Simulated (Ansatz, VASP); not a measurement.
**WC: VASP beside Ansatz**

Contents of INCAR:

```
PREC = Accurate
ENCUT = 600
EDIFF = 1E-6
ISMEAR = -1
SIGMA = 0.05
LREAL = F
LASPH = T
NELM = 120
ALGO = Normal
ISIF = 2
LWAVE = F
LCHARG = F
GGA = PE
NBANDS = 16
GGA_COMPAT = F
```

File KPOINTS:

```
regular mesh
0
Gamma
  10 10 10
```

POSCAR

```
WC
1.0
    0.0000000000      2.2356887219      2.2356887219
    2.2356887219      0.0000000000      2.2356887219
    2.2356887219      2.2356887219      0.0000000000
W C
1 1
Direct
    0.0000000000      0.0000000000      0.0000000000
    0.5000000000      0.5000000000      0.5000000000
```

input.yaml

```yaml
crystal:
  lattice:
    - [0.0, 2.2356887219, 2.2356887219]
    - [2.2356887219, 0.0, 2.2356887219]
    - [2.2356887219, 2.2356887219, 0.0]
  atoms:
    - { symbol: W, position: [0.0, 0.0, 0.0] }
    - { symbol: C, position: [0.5, 0.5, 0.5] }
hamiltonian:
  xc: pbe
  pseudopotentials: { kind: paw, azcp: { folder: soft_1 } }
kpoints:
  mp_grid: { grid: [10, 10, 10] }
scf:
  occupations: { method: fermi_dirac, width: 0.05 }
output:
  forces: true
  stress: true
  eigenvalues: true
```

Alike in both runs: task single point; functional PBE; k mesh 10 × 10 × 10; occupations fermi-dirac, width 0.05 eV; no spin polarisation.

```csv
,VASP,Ansatz
version,VASP 6.6.1,Ansatz 0.2.0
potentials or method,"VASP PAW PBE potentials, release 64 (W_sv, C)",Ansatz PAW soft_1
plane-wave cutoff (eV),600,420
valence electrons in the cell,18,18
```

Ansatz gave:

```
gap on the k mesh at the Fermi level (eV) : none
pressure (GPa)                            : -19.9
```

Problem. Which values does VASP return?

Solution. gap on the k mesh at the Fermi level (eV): none; pressure (GPa): -19.3.

A gap of «none» marks a metal or a gap that the smearing closes.

Spin-orbit coupling is off throughout.
